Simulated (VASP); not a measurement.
A run of VASP 6.6.1 is set up as follows.

The input INCAR:

```
PREC = Accurate ; ENCUT = 520
EDIFF = 1E-7 ; ISMEAR = 0
SIGMA = 0.1 ; LREAL = False
LASPH = True ; NELM = 60
ALGO = Fast ; ISIF = 2
LWAVE = False ; LCHARG = False
GGA = PE ; NBANDS = 20
```

Contents of KPOINTS:

```
regular mesh
0
Gamma
  10 10 10
```

File POSCAR:

```
Al3W
1.0
    4.9646812025      0.0000000000      0.0000000000
    0.0000000000      4.9646812025      0.0000000000
    0.0000000000      0.0000000000      4.9646812025
Al W
3 1
Direct
    0.0000000000      0.0000000000      0.5000000000
    0.0000000000      0.5000000000      0.0000000000
    0.5000000000      0.0000000000      0.0000000000
    0.0000000000      0.0000000000      0.0000000000
```

Potentials or basis: VASP PAW PBE potentials, release 64 (Al, W_sv).

Launch:

```bash
$ cat potpaw_PBE.64/Al/POTCAR potpaw_PBE.64/W_sv/POTCAR > POTCAR
$ mpirun -np 1 vasp_std > vasp.out
```

Problem. Predict the band gap on the k mesh.

Solution. Zero (an odd number of electrons rules out a gap without spin polarisation).

Problem. Predict the pressure.

Solution. 0.0 GPa.

Caveat: spin-orbit coupling is left out, which moves the levels of the heavy elements.
